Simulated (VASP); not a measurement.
Co, 1 atom in the cell. The structure is cubic, space group Im-3m (No. 229). The conventional cell has a = 2.735 Å, b = 2.735 Å, c = 2.735 Å, α = 90.00°, β = 90.00°, γ = 90.00°. Within 3.1 Å of Co (site symmetry m-3m) lie 14 Co at 2.37 to 2.73 Å. This isn't the form of Co at room conditions, which is hcp.

| Quantity | Value |
| --- | --- |
| Program | VASP 6.6.1 |
| Task | single point |
| Functional | PBE |
| Potentials or basis | VASP PAW PBE potentials, release 64 (Co_sv) |
| Cutoff | 690 eV |
| k mesh | 18 × 18 × 18 |
| Occupations | fermi-dirac, width 0.05 eV |
| Spin | collinear spin, ferromagnetic start |
| Starting moments | [1.826] μB |
| Dipole correction | no |
| Further INCAR settings | ALGO = Normal; EDIFF = 1e-06; NBANDS = 18 |

Potentials or basis: VASP PAW PBE potentials, release 64 (Co_sv).

Command:

```sh
$ cat potpaw_PBE.64/Co_sv/POTCAR > POTCAR
$ mpirun -np 1 vasp_std > vasp.out
```

Hardware: 1 thread of Intel(R) Xeon(R) Platinum 8259CL CPU @ 2.50GHz (Skylake/Cascade Lake), on a shared host.

Problem. How long does it take, and how much memory?

Solution. Run time: 100 s on 1 thread of Intel(R) Xeon(R) Platinum 8259CL CPU @ 2.50GHz (Skylake/Cascade Lake), on a shared host, peak memory 0.19 GiB. Counts: scf iterations 13, k points 195.
